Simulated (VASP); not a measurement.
Input of a VASP 6.6.1 run:

Contents of INCAR:

```
SYSTEM = Ag
  PREC = Accurate
  ENCUT = 520
  EDIFF = 1E-8
  ISMEAR = -1
  SIGMA = 0.15
  LREAL = .FALSE.
  LASPH = .TRUE.
  NELM = 100
  ALGO = Fast
  ISIF = 2
  LWAVE = .FALSE.
  LCHARG = .FALSE.
  GGA = PE
  IBRION = 8
  NSW = 1
```

KPOINTS

```
Automatic mesh
0
G
  18 18 10
  0 0 0
```

Contents of POSCAR:

```
Ag
1.0
    2.9111627417      0.0000000000      0.0000000000
   -1.4555813709      2.5211408889      0.0000000000
    0.0000000000      0.0000000000      4.7765076504
Ag
2
Direct
    0.3333333333      0.6666666667      0.2500000000
    0.6666666667      0.3333333333      0.7500000000
```

Potentials or basis: VASP PAW PBE potentials, release 64 (Ag).

Launch:

```console
$ cat potpaw_PBE.64/Ag/POTCAR > POTCAR
$ mpirun -np 1 vasp_std > vasp.out
```

(1) What does it give for the highest phonon frequency at Γ?

Results:

(1) 164 cm⁻¹.

Caveat: the cell differs from its parent crystal (phonons at volume x 0.98); the cell wasn't relaxed at this level first, which shifts response properties.
